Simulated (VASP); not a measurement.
# V in VASP: relaxation of the atoms with PBEsol

Aim: the relaxation of the atoms of V with PBEsol.

Program: VASP 6.6.1. These are calculated values, not measurements. Logs are shortened: lines on timing, memory, paths and dates and some standing lists are left out, and cuts for length are marked.

## 1. The cell of the first run

The cell holds a slab with vacuum, 4 atoms: a = 2.665 Å, b = 2.665 Å, c = 22.654 Å, α = 90.00°, β = 90.00°, γ = 90.00°.

## 2. Relaxation of the atoms, PBEsol

INCAR reads:

```
SYSTEM = V
PREC = Accurate ; ENCUT = 520
EDIFF = 1E-7 ; ISMEAR = 0
SIGMA = 0.1 ; LREAL = .FALSE.
LASPH = .TRUE. ; NELM = 100
ALGO = Normal ; ISIF = 2
LWAVE = .FALSE. ; LCHARG = .FALSE.
LDIPOL = .TRUE. ; IDIPOL = 3
DIPOL = 0.5 0.5 0.500 ; GGA = PS
IBRION = 2 ; NSW = 90
EDIFFG = -0.03
```

KPOINTS reads:

```
regular mesh
0
G
  11 11 1
  0 0 0
```

POSCAR reads:

```
V
1.0
    2.6652496213      0.0000000000      0.0000000000
    0.0000000000      2.6652496213      0.0000000000
    0.0000000000      0.0000000000     22.6538482424
V
4
Selective dynamics
Direct
    0.5000000000      0.5000000000      0.3752121895  F F F
    0.0000000000      0.0000000000      0.4584040632  F F F
    0.5000000000      0.5000000000      0.5415959368  T T T
    0.0000000000      0.0000000000      0.6247878105  T T T
```

Potentials or basis: VASP PAW PBE potentials, release 64 (V_sv).

Run with:

```console
cat potpaw_PBE.64/V_sv/POTCAR > POTCAR
mpirun -np 1 vasp_std > vasp.out
```

OUTCAR:

```text
SYSTEM = V
   PREC = Accurate
   ENCUT = 520
   EDIFF = 1E-7
   ISMEAR = 0
   LREAL = .FALSE.
   LASPH = .TRUE.
   NELM = 100
   ISIF = 2
   GGA = PS
   IBRION = 2
   NSW = 90
   EDIFFG = -0.03

 ion  position               nearest neighbor table
   1  0.500  0.500  0.375-   2 2.67   2 2.67   2 2.67   2 2.67
   2  0.000  0.000  0.458-   3 2.67   3 2.67   3 2.67   3 2.67   1 2.67   1 2.67   1 2.67   1 2.67

   3  0.500  0.500  0.542-   2 2.67   2 2.67   2 2.67   2 2.67   4 2.67   4 2.67   4 2.67   4 2.67

   4  0.000  0.000  0.625-   3 2.67   3 2.67   3 2.67   3 2.67

  LATTYP: Found a simple tetragonal cell.
 ALAT       =     2.6652496213
 C/A-ratio  =     8.4997097688

  Lattice vectors:

 A1 = (   2.6652496213,   0.0000000000,   0.0000000000)
 A2 = (   0.0000000000,   2.6652496213,   0.0000000000)
 A3 = (   0.0000000000,   0.0000000000,  22.6538482424)

Analysis of symmetry for initial positions (statically):
=====================================================================
 Subroutine PRICEL returns:
 Original cell was already a primitive cell.

 Routine SETGRP: Setting up the symmetry group for a
 simple tetragonal supercell.

 Subroutine GETGRP returns: Found 16 space group operations
 (whereof  8 operations were pure point group operations)
 out of a pool of 16 trial point group operations.

The static configuration has the point symmetry C_4v.
 The point group associated with its full space group is D_4h.

Analysis of symmetry for dynamics (positions and initial velocities):
=====================================================================
 Subroutine PRICEL returns:
 Original cell was already a primitive cell.

 Routine SETGRP: Setting up the symmetry group for a
 simple tetragonal supercell.

 Subroutine GETGRP returns: Found 16 space group operations
 (whereof  8 operations were pure point group operations)
 out of a pool of 16 trial point group operations.

The dynamic configuration has the point symmetry C_4v.
 The point group associated with its full space group is D_4h.

Analysis of constrained symmetry for selective dynamics:
=====================================================================
 Subroutine PRICEL returns:
 Original cell was already a primitive cell.

 Routine SETGRP: Setting up the symmetry group for a
 simple tetragonal supercell.

 Subroutine GETGRP returns: Found  8 space group operations
 (whereof  8 operations were pure point group operations)
 out of a pool of 16 trial point group operations.

The constrained configuration has the point symmetry C_4v.

 Subroutine INISYM returns: Found  8 space group operations
 (whereof  8 operations are pure point group operations),
 and found     1 'primitive' translations

----------------------------------------------------------------------------------------

                                     Primitive cell

  volume of cell :     160.9229

  direct lattice vectors                    reciprocal lattice vectors
     2.665249621  0.000000000  0.000000000     0.375199378  0.000000000  0.000000000
     0.000000000  2.665249621  0.000000000     0.000000000  0.375199378  0.000000000
     0.000000000  0.000000000 22.653848242     0.000000000  0.000000000  0.044142611

  length of vectors
     2.665249621  2.665249621 22.653848242     0.375199378  0.375199378  0.044142611

  position of ions in fractional coordinates (direct lattice)
     0.500000000  0.500000000  0.375212189
     0.000000000  0.000000000  0.458404063
     0.500000000  0.500000000  0.541595937
     0.000000000  0.000000000  0.624787811

  ion indices of the primitive-cell ions
   primitive index   ion index
                 1           1
                 2           2
                 3           3
                 4           4

----------------------------------------------------------------------------------------

 KPOINTS: regular mesh

Automatic generation of k-mesh.
 Grid dimensions read from file:
 generate k-points for:   11   11    1

 Generating k-lattice:

  Cartesian coordinates                     Fractional coordinates (reciprocal lattice)
     0.034109034  0.000000000  0.000000000     0.090909091  0.000000000  0.000000000
     0.000000000  0.034109034  0.000000000     0.000000000  0.090909091  0.000000000
     0.000000000  0.000000000  0.044142611     0.000000000  0.000000000  1.000000000

  Length of vectors
     0.034109034  0.034109034  0.044142611

  Shift w.r.t. Gamma in fractional coordinates (k-lattice)
     0.000000000  0.000000000  0.000000000

 Subroutine IBZKPT returns following result:
 ===========================================

 Found     21 irreducible k-points:

 Following reciprocal coordinates:
            Coordinates               Weight
  0.000000  0.000000  0.000000      1.000000
  0.090909  0.000000  0.000000      4.000000
  0.181818  0.000000  0.000000      4.000000
  0.272727  0.000000  0.000000      4.000000
  0.363636  0.000000  0.000000      4.000000
  0.454545  0.000000  0.000000      4.000000
[... 13 lines left out ...]
  0.454545  0.363636  0.000000      8.000000
  0.454545  0.454545  0.000000      4.000000
   k-points           NKPTS =     21   k-points in BZ     NKDIM =     21   number of bands    NBANDS=     31
   number of dos      NEDOS =    301   number of ions     NIONS =      4
   total plane-waves  NPLWV =  67200
   dimension x,y,z NGX =    20 NGY =   20 NGZ =  168
   dimension x,y,z NGXF=    40 NGYF=   40 NGZF=  336
   ions per type =               4
   NGX,Y,Z   is equivalent  to a cutoff of  12.48, 12.48, 12.33 a.u.
   NGXF,Y,Z  is equivalent  to a cutoff of  24.95, 24.95, 24.66 a.u.
 SYSTEM =  V
   PREC   = accura    normal or accurate (medium, high low for compatibility)
   ISTART =      0    job   : 0-new  1-cont  2-samecut
   ICHARG =      2    charge: 1-file 2-atom 10-const
   ISPIN  =      1    spin polarized calculation?
   LNONCOLLINEAR =      F non collinear calculations
   LSORBIT =      F    spin-orbit coupling
   LASPH  =      T    aspherical Exc in radial PAW
   ENCUT  =  520.0 eV  38.22 Ry    6.18 a.u.   4.96  4.96 42.12*2*pi/ulx,y,z
   NELM   =    100;   NELMIN=  2; NELMDL= -5     # of ELM steps
   EDIFF  = 0.1E-06   stopping-criterion for ELM
   LREAL  =      F    real-space projection
   EDIFFG = -.3E-01   stopping-criterion for IOM
   NSW    =     90    number of steps for IOM
   IBRION =      2    ionic relax: 0-MD 1-quasi-New 2-CG
   NFREE  =      1    steps in history (QN), initial steepest desc. (CG)
   ISIF   =      2    stress and relaxation
   ISYM   =      2    0-nonsym 1-usesym 2-fastsym
   POTIM  = 0.5000    time-step for ionic-motion
   TEBEG  =    0.0;   TEEND  =   0.0 temperature during run
   PSTRESS=    0.0 pullay stress
   NELECT =      52.0000    total number of electrons
   NUPDOWN=      -1.0000    fix difference up-down
   EMIN   =  10.00;   EMAX   =-10.00  energy-range for DOS
   EFERMI =   0.00;   METHOD = LEGACY
   ISMEAR =     0;   SIGMA  =   0.10  broadening in eV -4-tet -1-fermi 0-gaus
   EFERMI_NEDOS =   21; number of points for ismear=-14 and -15
   IALGO  =     38    algorithm
   IMIX   =      4    mixing-type and parameters
     AMIX     =   0.40;   BMIX     =  1.00
     AMIX_MAG =   1.60;   BMIX_MAG =  1.00
  volume/ion in A,a.u.               =      40.23       271.49
  Fermi-wavevector in a.u.,A,eV,Ry     =   1.123406  2.122929 17.171107  1.262041
  Thomas-Fermi vector in A             =   2.260072
   LORBIT       =      0    0 simple, 1 ext, 2 COOP (PROOUT), +10 PAW based schemes
   GGA     = PS    functional components
   LHFCALC =     F    Hartree Fock is set to
   AEXX    =    0.0000 exact exchange contribution
   IVDW    =     0    specifies the selected vdW correction
   LEPSILON=     F    determine dielectric tensor
   LRPA    =     F    only Hartree local field effects (RPA)
 conjugate gradient relaxation of ions
 non-spin polarized calculation
 Gauss-broadening in eV      SIGMA  =   0.10
  energy-cutoff  :      520.00
  volume of cell :      160.92
 maximum number of plane-waves:      4362
 NGX is ok and might be reduce to    20
   NGX =  9   NGY =  9   NGZ = 85

--------------------------------------- Ionic step        1  -------------------------------------------

 number of electron      51.9999970 magnetization

 Free energy of the ion-electron system (eV)
  ---------------------------------------------------
  ext. energy  EPLUGINS =         0.00000000
  ---------------------------------------------------
  free energy    TOTEN  =       -35.26686681 eV

  energy without entropy =      -35.23079765  energy(sigma->0) =      -35.24883223

------------------------ aborting loop because EDIFF is reached ----------------------------------------

  FORCE on cell =-STRESS in cart. coord.  units (eV):
  Direction    XX          YY          ZZ          XY          YZ          ZX
  --------------------------------------------------------------------------------------
  -------------------------------------------------------------------------------------
  Total       -5.0161099     -5.0161099     -0.9351313      0.0000000      0.0000000      0.0000000
  in kB      -49.9413018    -49.9413018     -9.3103372      0.0000000      0.0000000      0.0000000
  external PRESSURE =     -36.3976469 kB  Pullay stress =       0.0000000 kB
[... 101 lines left out ...]
--------------------------------------- Ionic step        4  -------------------------------------------

 number of electron      51.9999987 magnetization

------------------------ aborting loop because EDIFF is reached ----------------------------------------

 vacuum level on the upper side and lower side of the slab       (xc-potential included)        -0.092         0.027

  FORCE on cell =-STRESS in cart. coord.  units (eV):
  Direction    XX          YY          ZZ          XY          YZ          ZX
  --------------------------------------------------------------------------------------
  -------------------------------------------------------------------------------------
  Total       -4.7977630     -4.7977630     -0.4810978      0.0000000      0.0000000     -0.0000000
  in kB      -47.7673999    -47.7673999     -4.7898971      0.0000000      0.0000000     -0.0000000
  external PRESSURE =     -33.4415656 kB  Pullay stress =       0.0000000 kB

 VOLUME and BASIS-vectors are now :
 -----------------------------------------------------------------------------
  energy-cutoff  :      520.00
  volume of cell :      160.92
      direct lattice vectors                 reciprocal lattice vectors
     2.665249621  0.000000000  0.000000000     0.375199378  0.000000000  0.000000000
     0.000000000  2.665249621  0.000000000     0.000000000  0.375199378  0.000000000
     0.000000000  0.000000000 22.653848242     0.000000000  0.000000000  0.044142611
[... 124 lines left out ...]
  FREE ENERGIE OF THE ION-ELECTRON SYSTEM (eV)
  ---------------------------------------------------
  free  energy   TOTEN  =       -35.2908052002 eV

  energy  without entropy=      -35.2548125397  energy(sigma->0) =      -35.27280887

 dipolmoment           0.000000      0.000000      0.000117 electrons x Angstroem

--------------------------------------- Ionic step        8  -------------------------------------------

 number of electron      51.9999985 magnetization

 dipolmoment           0.000000      0.000000     -0.002319 electrons x Angstroem

 Free energy of the ion-electron system (eV)
  ---------------------------------------------------
  ext. energy  EPLUGINS =         0.00000000
  ---------------------------------------------------
  free energy    TOTEN  =       -35.29138040 eV

  energy without entropy =      -35.25484571  energy(sigma->0) =      -35.27311306

 E-fermi :   0.4208     XC(G=0):  -5.3965

 val. band max:        0.4186892421   @ k =   0.4545   0.0909   0.0000
 cond. band min:       0.4384218701   @ k =   0.3636   0.0000   0.0000
 fundamental gap:      0.0197326281
 Fermi energy:         0.4207888785

 k-point     1 :       0.0000    0.0000    0.0000
  band No.  band energies     occupation
      1     -63.5701      2.00000
      2     -63.5302      2.00000
      3     -63.4119      2.00000
      4     -63.3365      2.00000
      5     -37.7581      2.00000
      6     -37.6293      2.00000
[... 703 lines left out ...]
     30       2.3767      0.00000
     31       2.8996      0.00000

------------------------ aborting loop because EDIFF is reached ----------------------------------------

 vacuum level on the upper side and lower side of the slab       (xc-potential included)        -0.156        -0.094

  FORCE on cell =-STRESS in cart. coord.  units (eV):
  Direction    XX          YY          ZZ          XY          YZ          ZX
  --------------------------------------------------------------------------------------
  -------------------------------------------------------------------------------------
  Total       -5.4760950     -5.4760950     -0.7302311      0.0000000     -0.0000000      0.0000000
  in kB      -54.5209973    -54.5209973     -7.2703134      0.0000000     -0.0000000      0.0000000
  external PRESSURE =     -38.7707693 kB  Pullay stress =       0.0000000 kB

 VOLUME and BASIS-vectors are now :
 -----------------------------------------------------------------------------
  energy-cutoff  :      520.00
  volume of cell :      160.92
      direct lattice vectors                 reciprocal lattice vectors
     2.665249621  0.000000000  0.000000000     0.375199378  0.000000000  0.000000000
     0.000000000  2.665249621  0.000000000     0.000000000  0.375199378  0.000000000
     0.000000000  0.000000000 22.653848242     0.000000000  0.000000000  0.044142611
[... 10 lines left out ...]
  FREE ENERGIE OF THE ION-ELECTRON SYSTEM (eV)
  ---------------------------------------------------
  free  energy   TOTEN  =       -35.2913804022 eV

  energy  without entropy=      -35.2548457122  energy(sigma->0) =      -35.27311306

 reached required accuracy - stopping structural energy minimisation

 vacuum level on the upper side and lower side of the slab         4.946         5.003
```

Run time: 12 min. Hardware: 1 thread of Intel Xeon Platinum 8259CL at 2.50GHz (Skylake/Cascade Lake), shared host; peak memory 0.29 GiB.

Results:

* Free energy: -35.2914 eV
* Energy gained by relaxing: 6.1 meV/atom
* Ionic steps: 8
* Band gap on the k mesh: zero (bands 26 and 27 overlap by 0.06 eV)

The path:
```
step  energy change (eV)  largest force on free atoms (eV/Å)  pressure (GPa)
   1              0.0000                              0.6493           -3.64
   2             -0.0192                              0.2751           -3.46
   3             -0.0225                              0.0567           -3.34
   4             -0.0225                              0.0464           -3.34
   5             -0.0227                              0.0434           -3.37
   6             -0.0232                              0.0367           -3.44
   7             -0.0239                              0.0329           -3.59
   8             -0.0245                              0.0260           -3.88
```

Final structure:
```xyz
4
Lattice="2.6652 0.0000 0.0000 0.0000 2.6652 0.0000 0.0000 0.0000 22.6538" Properties=species:S:1:pos:R:3 pbc="T T T"
V     1.3326    1.3326    8.5000
V     0.0000    0.0000   10.3846
V     1.3326    1.3326   12.3591
V     0.0000    0.0000   14.1835
```

Levels at points of the mesh, in eV from the Fermi level:
```csv
k point,band 22,band 23,band 24,band 25,band 26,band 27,band 28,band 29,band 30,band 31
"(0.00, 0.00, 0.00)",-2.04,-1.00,-0.49,-0.31,-0.17,0.33,0.33,0.93,0.93,1.21
```

Caveat: the PAW data sets were made with another functional, which shifts forces and pressure a little.
